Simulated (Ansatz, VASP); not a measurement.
**One calculation of Li, two programs**

The input INCAR:

```
SYSTEM = Li
PREC = Accurate
ENCUT = 520
EDIFF = 1E-6
ISMEAR = -1
SIGMA = 0.05
LREAL = .FALSE.
LASPH = .TRUE.
NELM = 100
ALGO = Normal
ISIF = 2
LWAVE = .FALSE.
LCHARG = .FALSE.
GGA = PS
NBANDS = 12
```

File KPOINTS:

```
Automatic mesh
0
G
  12 12 12
  0 0 0
```

The input POSCAR:

```
Li
1.0
    1.5504989657      0.8951809952      7.4365340000
   -1.5504989657      0.8951809952      7.4365340000
    0.0000000000     -1.7903619905      7.4365340000
Li
3
Direct
    0.0000000000      0.0000000000      0.0000000000
    0.2220000000      0.2220000000      0.2220000000
    0.7780000000      0.7780000000      0.7780000000
```

Input for Ansatz:

```yaml
crystal:
  lattice:
    - [1.5504989657, 0.8951809952, 7.436534]
    - [-1.5504989657, 0.8951809952, 7.436534]
    - [0.0, -1.7903619905, 7.436534]
  atoms:
    - { symbol: Li, position: [0.0, 0.0, 0.0] }
    - { symbol: Li, position: [0.222, 0.222, 0.222] }
    - { symbol: Li, position: [0.778, 0.778, 0.778] }
kpoints:
  mp_grid: { grid: [12, 12, 12] }
  band_path:
    path:
      - [0.0, 0.0, 0.0]
      - [0.5, 0.5, 0.5]
      - [0.8236730623, 0.1763269377, 0.5]
      - [0.5, -0.1763269377, 0.1763269377]
      - [0.5, 0.0, 0.0]
      - [0.0, 0.0, 0.0]
      - [0.3381634689, -0.3381634689, 0.0]
      - [0.6618365311, 0.0, 0.3381634689]
      - [0.5, 0.0, 0.5]
    npoints: 5
scf:
  occupations: { method: fermi_dirac, width: 0.05 }
hamiltonian:
  xc: pbesol
  pseudopotentials: { kind: all_electron, lapw: { basis_error: 0.001 } }
output:
  forces: true
  stress: true
  eigenvalues: true
```

Change from the starting cell: zz strain of -2 %.

Alike in both runs: task single point; functional PBEsol; k mesh 12 × 12 × 12; occupations fermi-dirac, width 0.05 eV; no spin polarisation.

|  | VASP | Ansatz |
| --- | --- | --- |
| version | VASP 6.6.1 | Ansatz 0.2.0 |
| potentials or method | VASP PAW PBE potentials, release 64 (Li_sv), cutoff 520 eV | all-electron LAPW, scalar-relativistic |

|  | VASP | Ansatz | Ansatz less VASP |
| --- | --- | --- | --- |
| rms of the force components (eV/Å) | 0.005 | 0.005 | 0.0000 |

VASP's potentials were made for PBE, not for PBEsol. Atom by atom the forces differ by 0.000 eV/Å (rms over components). Ansatz ran all-electron here, and VASP with PAW potentials.

Noted on VASP's run: the cutoff is under 1.25 times that of the potentials, so the pressure is a little rough.
